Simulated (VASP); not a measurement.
# W (a cell with a defect) in VASP: relaxation of the atoms with PBE+D3(BJ)

Aim: the relaxation of the atoms of W (a cell with a defect) with PBE+D3(BJ).

Everything below comes from runs of VASP 6.6.1. Logs are shortened: lines on timing, memory, paths and dates and some standing lists are left out, and cuts for length are marked.

## Step 1: The cell of the first run

The cell holds a defect, 15 atoms: a = 6.320 Å, b = 6.320 Å, c = 6.320 Å, α = 90.00°, β = 90.00°, γ = 90.00°.

## Step 2: Relaxation of the atoms, PBE+D3(BJ)

The input, INCAR:

```
SYSTEM = W
PREC     = Accurate       ! precision mode
ENCUT    = 520            ! plane-wave cutoff, eV
EDIFF    = 1E-6           ! SCF threshold, eV
ISMEAR   = 0              ! smearing method
SIGMA    = 0.05           ! smearing width, eV
LREAL    = Auto         
LASPH    = .TRUE.         ! aspherical terms in the spheres
NELM     = 100            ! most SCF steps
ALGO     = Normal         ! electronic algorithm
ISIF     = 2              ! what is computed and relaxed
LWAVE    = .FALSE.        ! write WAVECAR
LCHARG   = .FALSE.        ! write CHGCAR
GGA      = PE             ! functional
IVDW     = 12             ! dispersion correction
IBRION   = 2              ! ionic algorithm
NSW      = 80             ! ionic steps
EDIFFG   = -0.03          ! ionic threshold
KPAR     = 4
```

The input, KPOINTS:

```
Automatic mesh
0
G
  3 3 3
  0 0 0
```

The input, POSCAR:

```
W
1.0
    6.3200000000      0.0000000000      0.0000000000
    0.0000000000      6.3200000000      0.0000000000
    0.0000000000      0.0000000000      6.3200000000
W
15
Direct
   -0.2500000000      0.2500000000     -0.2500000000
    0.5000000000      0.0000000000      0.0000000000
    0.0000000000      0.5000000000      0.0000000000
    0.0000000000      0.0000000000      0.5000000000
    0.2500000000      0.2500000000      0.2500000000
    0.5000000000      0.5000000000      0.0000000000
    0.5000000000      0.0000000000      0.5000000000
    0.7500000000      0.2500000000      0.2500000000
    0.0000000000      0.5000000000      0.5000000000
    0.2500000000      0.7500000000      0.2500000000
    0.2500000000      0.2500000000      0.7500000000
    0.5000000000      0.5000000000      0.5000000000
    0.7500000000      0.7500000000      0.2500000000
    0.2500000000      0.7500000000      0.7500000000
    0.7500000000      0.7500000000      0.7500000000
```

Potentials or basis: VASP PAW PBE potentials, release 64 (W_sv).

Started as:

```bash
$ cat potpaw_PBE.64/W_sv/POTCAR > POTCAR
$ mpirun -np 4 vasp_std > vasp.out
```

OUTCAR:

```text
SYSTEM = W
   PREC = Accurate
   ENCUT = 520
   EDIFF = 1E-6
   ISMEAR = 0
   LREAL = Auto
   LASPH = .TRUE.
   NELM = 100
   ISIF = 2
   GGA = PE
   IVDW = 12
   IBRION = 2
   NSW = 80
   EDIFFG = -0.03
 IVDW          = 12

 ion  position               nearest neighbor table
   1  0.750  0.250  0.750-   2 2.74   3 2.74   4 2.74   6 2.74   7 2.74   9 2.74  12 2.74  11 3.16
                             8 3.16  15 3.16   8 3.16  15 3.16  11 3.16
   2  0.500  0.000  0.000-   1 2.74   5 2.74   8 2.74  10 2.74  11 2.74  13 2.74  14 2.74  15 2.74
                             6 3.16   7 3.16   7 3.16   6 3.16
   3  0.000  0.500  0.000-   1 2.74   5 2.74   8 2.74  10 2.74  11 2.74  13 2.74  14 2.74  15 2.74
                             9 3.16   6 3.16   9 3.16   6 3.16
   4  0.000  0.000  0.500-   1 2.74   5 2.74   8 2.74  10 2.74  11 2.74  13 2.74  14 2.74  15 2.74
                             9 3.16   7 3.16   9 3.16   7 3.16
   5  0.250  0.250  0.250-   2 2.74   3 2.74   4 2.74   6 2.74   7 2.74   9 2.74  12 2.74  10 3.16
                            11 3.16   8 3.16  11 3.16  10 3.16   8 3.16
   6  0.500  0.500  0.000-   1 2.74   5 2.74   8 2.74  10 2.74  11 2.74  13 2.74  14 2.74  15 2.74
                             2 3.16   3 3.16  12 3.16  12 3.16   2 3.16   3 3.16
   7  0.500  0.000  0.500-   1 2.74   5 2.74   8 2.74  10 2.74  11 2.74  13 2.74  14 2.74  15 2.74
                             2 3.16   4 3.16  12 3.16   2 3.16  12 3.16   4 3.16
   8  0.750  0.250  0.250-   2 2.74   3 2.74   4 2.74   6 2.74   7 2.74   9 2.74  12 2.74   1 3.16
                             5 3.16  13 3.16   1 3.16  13 3.16   5 3.16
   9  0.000  0.500  0.500-   1 2.74   5 2.74   8 2.74  10 2.74  11 2.74  13 2.74  14 2.74  15 2.74
                             3 3.16   4 3.16  12 3.16   3 3.16   4 3.16  12 3.16
  10  0.250  0.750  0.250-   2 2.74   3 2.74   4 2.74   6 2.74   7 2.74   9 2.74  12 2.74   5 3.16
                            13 3.16  14 3.16  14 3.16   5 3.16  13 3.16
  11  0.250  0.250  0.750-   2 2.74   3 2.74   4 2.74   6 2.74   7 2.74   9 2.74  12 2.74   1 3.16
                             5 3.16  14 3.16   5 3.16  14 3.16   1 3.16
  12  0.500  0.500  0.500-   1 2.74   5 2.74   8 2.74  10 2.74  11 2.74  13 2.74  14 2.74  15 2.74
                             9 3.16   7 3.16   6 3.16   6 3.16   7 3.16   9 3.16
  13  0.750  0.750  0.250-   2 2.74   3 2.74   4 2.74   6 2.74   7 2.74   9 2.74  12 2.74  10 3.16
                             8 3.16  15 3.16  15 3.16   8 3.16  10 3.16
  14  0.250  0.750  0.750-   2 2.74   3 2.74   4 2.74   6 2.74   7 2.74   9 2.74  12 2.74  11 3.16
                            10 3.16  15 3.16  10 3.16  11 3.16  15 3.16
  15  0.750  0.750  0.750-   2 2.74   3 2.74   4 2.74   6 2.74   7 2.74   9 2.74  12 2.74   1 3.16
                            13 3.16  14 3.16  13 3.16   1 3.16  14 3.16

  LATTYP: Found a simple cubic cell.
 ALAT       =     6.3200000000

  Lattice vectors:

 A1 = (   6.3200000000,   0.0000000000,   0.0000000000)
 A2 = (   0.0000000000,   6.3200000000,   0.0000000000)
 A3 = (   0.0000000000,   0.0000000000,   6.3200000000)

Analysis of symmetry for initial positions (statically):
=====================================================================
 Subroutine PRICEL returns:
 Original cell was already a primitive cell.

 Routine SETGRP: Setting up the symmetry group for a
 simple cubic supercell.

 Subroutine GETGRP returns: Found 48 space group operations
 (whereof 48 operations were pure point group operations)
 out of a pool of 48 trial point group operations.

The static configuration has the point symmetry O_h .

Analysis of symmetry for dynamics (positions and initial velocities):
=====================================================================
 Subroutine PRICEL returns:
 Original cell was already a primitive cell.

 Routine SETGRP: Setting up the symmetry group for a
 simple cubic supercell.

 Subroutine GETGRP returns: Found 48 space group operations
 (whereof 48 operations were pure point group operations)
 out of a pool of 48 trial point group operations.

The dynamic configuration has the point symmetry O_h .

 Subroutine INISYM returns: Found 48 space group operations
 (whereof 48 operations are pure point group operations),
 and found     1 'primitive' translations

----------------------------------------------------------------------------------------

                                     Primitive cell

  volume of cell :     252.4360

  direct lattice vectors                    reciprocal lattice vectors
     6.320000000  0.000000000  0.000000000     0.158227848  0.000000000  0.000000000
     0.000000000  6.320000000  0.000000000     0.000000000  0.158227848  0.000000000
     0.000000000  0.000000000  6.320000000     0.000000000  0.000000000  0.158227848

  length of vectors
     6.320000000  6.320000000  6.320000000     0.158227848  0.158227848  0.158227848

  position of ions in fractional coordinates (direct lattice)
     0.750000000  0.250000000  0.750000000
     0.500000000  0.000000000  0.000000000
     0.000000000  0.500000000  0.000000000
     0.000000000  0.000000000  0.500000000
     0.250000000  0.250000000  0.250000000
     0.500000000  0.500000000  0.000000000
     0.500000000  0.000000000  0.500000000
     0.750000000  0.250000000  0.250000000
     0.000000000  0.500000000  0.500000000
     0.250000000  0.750000000  0.250000000
     0.250000000  0.250000000  0.750000000
     0.500000000  0.500000000  0.500000000
     0.750000000  0.750000000  0.250000000
     0.250000000  0.750000000  0.750000000
     0.750000000  0.750000000  0.750000000

  ion indices of the primitive-cell ions
   primitive index   ion index
                 1           1
                 2           2
                 3           3
                 4           4
                 5           5
                 6           6
                 7           7
                 8           8
                 9           9
                10          10
                11          11
                12          12
                13          13
                14          14
                15          15

----------------------------------------------------------------------------------------

 KPOINTS: Automatic mesh

Automatic generation of k-mesh.
 Grid dimensions read from file:
 generate k-points for:    3    3    3

 Generating k-lattice:

  Cartesian coordinates                     Fractional coordinates (reciprocal lattice)
     0.052742616  0.000000000  0.000000000     0.333333333  0.000000000  0.000000000
     0.000000000  0.052742616  0.000000000     0.000000000  0.333333333  0.000000000
     0.000000000  0.000000000  0.052742616     0.000000000  0.000000000  0.333333333

  Length of vectors
     0.052742616  0.052742616  0.052742616

  Shift w.r.t. Gamma in fractional coordinates (k-lattice)
     0.000000000  0.000000000  0.000000000

 Subroutine IBZKPT returns following result:
 ===========================================

 Found      4 irreducible k-points:

 Following reciprocal coordinates:
            Coordinates               Weight
  0.000000  0.000000  0.000000      1.000000
  0.333333  0.000000  0.000000      6.000000
  0.333333  0.333333  0.000000     12.000000
  0.333333  0.333333  0.333333      8.000000
   k-points           NKPTS =      4   k-points in BZ     NKDIM =      4   number of bands    NBANDS=    126
   number of dos      NEDOS =    301   number of ions     NIONS =     15
   total plane-waves  NPLWV = 110592
   dimension x,y,z NGX =    48 NGY =   48 NGZ =   48
   dimension x,y,z NGXF=    96 NGYF=   96 NGZF=   96
   ions per type =              15
   NGX,Y,Z   is equivalent  to a cutoff of  12.63, 12.63, 12.63 a.u.
   NGXF,Y,Z  is equivalent  to a cutoff of  25.25, 25.25, 25.25 a.u.
 SYSTEM =  W
   PREC   = accura    normal or accurate (medium, high low for compatibility)
   ISTART =      0    job   : 0-new  1-cont  2-samecut
   ICHARG =      2    charge: 1-file 2-atom 10-const
   ISPIN  =      1    spin polarized calculation?
   LNONCOLLINEAR =      F non collinear calculations
   LSORBIT =      F    spin-orbit coupling
   LASPH  =      T    aspherical Exc in radial PAW
   ENCUT  =  520.0 eV  38.22 Ry    6.18 a.u.  11.75 11.75 11.75*2*pi/ulx,y,z
   NELM   =    100;   NELMIN=  2; NELMDL= -5     # of ELM steps
   EDIFF  = 0.1E-05   stopping-criterion for ELM
   LREAL  =      T    real-space projection
   EDIFFG = -.3E-01   stopping-criterion for IOM
   NSW    =     80    number of steps for IOM
   IBRION =      2    ionic relax: 0-MD 1-quasi-New 2-CG
   NFREE  =      1    steps in history (QN), initial steepest desc. (CG)
   ISIF   =      2    stress and relaxation
   ISYM   =      2    0-nonsym 1-usesym 2-fastsym
   POTIM  = 0.5000    time-step for ionic-motion
   TEBEG  =    0.0;   TEEND  =   0.0 temperature during run
   PSTRESS=    0.0 pullay stress
   NELECT =     210.0000    total number of electrons
   NUPDOWN=      -1.0000    fix difference up-down
   EMIN   =  10.00;   EMAX   =-10.00  energy-range for DOS
   EFERMI =   0.00;   METHOD = LEGACY
   ISMEAR =     0;   SIGMA  =   0.05  broadening in eV -4-tet -1-fermi 0-gaus
   EFERMI_NEDOS =   21; number of points for ismear=-14 and -15
   IALGO  =     38    algorithm
   IMIX   =      4    mixing-type and parameters
     AMIX     =   0.40;   BMIX     =  1.00
     AMIX_MAG =   1.60;   BMIX_MAG =  1.00
  volume/ion in A,a.u.               =      16.83       113.57
  Fermi-wavevector in a.u.,A,eV,Ry     =   1.539681  2.909576 32.254225  2.370619
  Thomas-Fermi vector in A             =   2.645875
   LORBIT       =      0    0 simple, 1 ext, 2 COOP (PROOUT), +10 PAW based schemes
   GGA     = PE    functional components
   LHFCALC =     F    Hartree Fock is set to
   AEXX    =    0.0000 exact exchange contribution
   IVDW    =    12    specifies the selected vdW correction
   LEPSILON=     F    determine dielectric tensor
   LRPA    =     F    only Hartree local field effects (RPA)
 conjugate gradient relaxation of ions
 non-spin polarized calculation
 Gauss-broadening in eV      SIGMA  =   0.05
  energy-cutoff  :      520.00
  volume of cell :      252.44
 maximum number of plane-waves:      6859
 NGX is ok and might be reduce to    48
   NGX = 23   NGY = 23   NGZ = 23

--------------------------------------- Ionic step        1  -------------------------------------------

 number of electron     210.0000008 magnetization

 Free energy of the ion-electron system (eV)
  ---------------------------------------------------
  ext. energy  EPLUGINS =         0.00000000
  ---------------------------------------------------
  free energy    TOTEN  =      -190.74646096 eV

  energy without entropy =     -190.71756371  energy(sigma->0) =     -190.73201233

------------------------ aborting loop because EDIFF is reached ----------------------------------------

 Edisp (eV)   -9.80410

 E8    (eV) :    -5.0250
[... 97 lines left out ...]
--------------------------------------- Ionic step        3  -------------------------------------------

 number of electron     210.0000005 magnetization

 Free energy of the ion-electron system (eV)
  ---------------------------------------------------
  ext. energy  EPLUGINS =         0.00000000
  ---------------------------------------------------
  free energy    TOTEN  =      -190.81950975 eV

  energy without entropy =     -190.80104866  energy(sigma->0) =     -190.81027920

 E-fermi :  10.2464     XC(G=0): -13.2208

 val. band max:       10.1847900708   @ k =   0.0000   0.0000   0.0000
 cond. band min:      10.2575186346   @ k =   0.3333   0.3333   0.0000
 fundamental gap:      0.0727285638
 Fermi energy:        10.2463698038

 k-point     1 :       0.0000    0.0000    0.0000
  band No.  band energies     occupation
      1     -63.6468      2.00000
      2     -63.5742      2.00000
      3     -63.5742      2.00000
      4     -63.5742      2.00000
      5     -63.5650      2.00000
      6     -63.5650      2.00000
[... 469 lines left out ...]
    116      12.6356      0.00000
    117      12.6356      0.00000
 [bands above 117 left out]

------------------------ aborting loop because EDIFF is reached ----------------------------------------

 Edisp (eV)   -9.80585

 E8    (eV) :    -5.0261
[... 38 lines left out ...]
  FREE ENERGIE OF THE ION-ELECTRON SYSTEM (eV)
  ---------------------------------------------------
  free  energy   TOTEN  =      -200.6253558913 eV

  energy  without entropy=     -200.6068947974  energy(sigma->0) =     -200.61612534

 reached required accuracy - stopping structural energy minimisation
```

Run time: 3.1 min. Hardware: 4 MPI ranks of Oxide Virtual Turin-like, shared host; peak memory 0.38 GiB.

Results:

```
Free energy                : -200.6254 eV
Energy gained by relaxing  : 5.0 meV/atom
Ionic steps                : 3
Pressure after relaxing    : -6.5 GPa
Band gap on the k mesh     : zero (bands 105 and 106 overlap by 0.01 eV)
Dispersion energy per atom : -0.654 eV
```

The path:
```tsv
step	energy change (eV)	largest force (eV/Å)	pressure (GPa)
1	0.0000	0.6287	-5.74
2	-0.0746	0.0361	-6.55
3	-0.0748	0.0012	-6.52
```

Final structure:
```
W
1.0
     6.32000    0.00000    0.00000
     0.00000    6.32000    0.00000
     0.00000    0.00000    6.32000
W
15
Direct
  0.75263 0.24737 0.75263
  0.50000 0.00000 0.00000
  0.00000 0.50000 0.00000
  0.00000 0.00000 0.50000
  0.24737 0.24737 0.24737
  0.50000 0.50000 0.00000
  0.50000 0.00000 0.50000
  0.75263 0.24737 0.24737
  0.00000 0.50000 0.50000
  0.24737 0.75263 0.24737
  0.24737 0.24737 0.75263
  0.50000 0.50000 0.50000
  0.75263 0.75263 0.24737
  0.24737 0.75263 0.75263
  0.75263 0.75263 0.75263
```

Caveat: spin-orbit coupling is left out, which moves the levels of the heavy elements.

The gap in the log of VASP goes by the Fermi energy; the results here count the filled bands.